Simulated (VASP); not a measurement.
## GeSb4Te7: relaxation of cell and atoms with PBEsol

GeSb4Te7:

```
CELL_PARAMETERS angstrom
4.28930 0.00000 0.00000
-2.14465 3.71464 0.00000
0.00000 0.00000 24.63778
ATOMIC_POSITIONS crystal
Ge 0.00000 0.00000 0.50000
Sb 0.66667 0.33333 0.91890
Sb 0.33333 0.66667 0.34975
Sb 0.33333 0.66667 0.08110
Sb 0.66667 0.33333 0.65025
Te 0.33333 0.66667 0.84973
Te 0.66667 0.33333 0.15027
Te 0.00000 0.00000 0.71898
Te 0.66667 0.33333 0.43139
Te 0.33333 0.66667 0.56861
Te 0.00000 0.00000 0.00000
Te 0.00000 0.00000 0.28102
```

* Program: VASP 6.6.1
* Task: relaxation of cell and atoms
* Functional: PBEsol
* Potentials or basis: VASP PAW PBE potentials, release 64 (Ge_d, Sb, Te)
* Cutoff: 600 eV
* k mesh: 6 × 6 × 1
* Occupations: gaussian, width 0.1 eV
* Spin: no spin polarisation
* Target pressure: 3.3 GPa
* Dipole correction: no
* Further INCAR settings: ALGO = Normal; EDIFF = 1e-06; IBRION = 2; EDIFFG = -0.05; NSW = 80; ISIF = 3

| Item | Value |
| --- | --- |
| Relaxed volume | 28.65 Å³/atom |
| Relaxed cell | a = 4.178 Å, b = 4.178 Å, c = 22.749 Å, α = 90.00°, β = 90.00°, γ = 120.00° |
| Space group after relaxing (to 0.1 Å) | P-3m1 (No. 164) |
| Energy change on relaxing (the run minimises the enthalpy) | +3.3 meV/atom |
| Ionic steps | 19 |
| Pressure after relaxing | 3.2 GPa |
| Largest force after relaxing | 0.042 eV/Å |
| Band gap on the k mesh | 0.25 eV (least direct gap 0.27 eV) |

Forces in eV/Å, atoms in the order of the input:
```
Ge   0.000  0.000  0.000
Sb   0.000  0.000  0.016
Sb   0.000  0.000 -0.032
Sb   0.000  0.000 -0.016
Sb   0.000  0.000  0.032
Te   0.000  0.000  0.042
Te   0.000  0.000 -0.042
Te   0.000  0.000  0.037
Te   0.000  0.000 -0.012
Te   0.000  0.000  0.012
Te   0.000  0.000  0.000
Te   0.000  0.000 -0.037
```

Stress tensor (GPa, compression positive):
```
3.22 0.00 0.00
0.00 3.22 0.00
0.00 0.00 3.03
```

The path:
```csv
step,energy change (eV),largest force (eV/Å),pressure (GPa),volume (Å³)
1,0.0000,0.1147,-1.61,392.56
2,0.8581,1.3253,7.99,338.28
3,0.1297,0.7293,3.30,359.58
4,0.1064,0.5012,3.30,356.42
5,0.1487,0.4602,3.40,352.47
6,0.1052,0.4092,3.17,351.90
7,0.0340,0.3393,2.62,350.08
8,0.2057,0.9688,2.43,345.96
9,0.0352,0.5049,2.49,349.01
10,0.1307,0.4925,3.72,342.68
11,0.1534,0.4901,3.92,341.54
12,0.1181,0.3326,3.75,341.63
13,0.0926,0.0721,3.53,341.81
14,0.0927,0.0753,3.55,341.79
15,0.0389,0.0924,2.95,344.22
16,0.0467,0.0867,3.14,343.84
17,0.0525,0.0668,3.25,343.36
18,0.0639,0.0561,3.42,342.71
19,0.0393,0.0419,3.16,343.84
```

Final structure:
```
Ge Sb Te
1.0
     4.17769    0.00000    0.00000
    -2.08884    3.61798    0.00000
     0.00000    0.00000   22.74871
Ge Sb Te
1 4 7
Direct
  0.00000 0.00000 0.50000
  0.66667 0.33333 0.91412
  0.33333 0.66667 0.34407
  0.33333 0.66667 0.08588
  0.66667 0.33333 0.65593
  0.33333 0.66667 0.83766
  0.66667 0.33333 0.16234
  0.00000 0.00000 0.73171
  0.66667 0.33333 0.42920
  0.33333 0.66667 0.57080
  0.00000 0.00000 0.00000
  0.00000 0.00000 0.26829
```

Levels at points of the mesh, in eV from the valence-band top:
| k point | band 36 | band 37 | band 38 | band 39 | band 40 | band 41 |
| --- | --- | --- | --- | --- | --- | --- |
| (0.00, 0.00, 0.00) | -1.14 | -0.22 | -0.01 | 0.25 | 0.25 | 0.35 |
| (0.50, 0.00, 0.00) | -1.64 | -0.98 | -0.97 | 0.81 | 0.87 | 0.89 |

Wall time 58 min on 1 thread of Oxide Virtual Turin-like Processor, on a shared host, peak memory 0.67 GiB.

Caveat: the cell is relaxed towards a set pressure, so the run minimises the enthalpy, not the energy; semilocal functionals underestimate gaps, and a narrow one can read as zero; the PAW data sets were made with another functional, which shifts forces and pressure a little; spin-orbit coupling is left out, which moves the levels of the heavy elements; the relaxation stopped at a loose force limit of 0.05 eV/Å, so its end isn't a converged minimum. A k mesh can miss the band edges.
